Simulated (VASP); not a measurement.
Write the native input for VASP 6.6.1 that does the following.

```yaml
Task: single point
Functional: PBEsol
Potentials_or_basis: VASP PAW PBE potentials, release 64 (Hf_pv, N)
Cutoff: 520 eV
k_mesh: 20 × 20 × 20
Occupations: gaussian, width 0.15 eV
Spin: no spin polarisation
Dipole_correction: no
Further_INCAR_settings: ALGO = Normal; EDIFF = 1e-07; NBANDS = 14
```

The structure of HfN lies in POSCAR:

```
HfN
1.0
    0.0000000000      2.6078250059      1.6950862538
    2.6078250059      0.0000000000      1.6950862538
    2.6078250059      2.6078250059      0.0000000000
Hf N
1 1
Direct
    0.0000000000      0.0000000000      0.0000000000
    0.5000000000      0.5000000000      0.5000000000
```

This cell differs from its parent crystal: ratio of the length along z to the lengths across it x 0.65, volume and fractional coordinates fixed.

One way to write it, as run:

INCAR

```
ALGO = Normal ; EDIFF = 1E-7
ENCUT = 520 ; GGA = PS
ISIF = 2 ; ISMEAR = 0
LASPH = True ; LCHARG = False
LREAL = False ; LWAVE = False
NBANDS = 14 ; NELM = 100
PREC = Accurate ; SIGMA = 0.15
```

KPOINTS

```
k-points
0
Gamma
  20 20 20
```

Potentials or basis: VASP PAW PBE potentials, release 64 (Hf_pv, N).

Launch:

```bash
$ cat potpaw_PBE.64/Hf_pv/POTCAR potpaw_PBE.64/N/POTCAR > POTCAR
$ mpirun -np 1 vasp_std > vasp.out
```

It gave:

```json
{
 "Pressure": "122.2 GPa"
}
```

Caveat: the PAW data sets were made with another functional, which shifts forces and pressure a little.

It took 75 s on 1 thread of Intel(R) Xeon(R) 6975P-C (Granite Rapids), with other jobs on the host, peak memory 0.32 GiB.
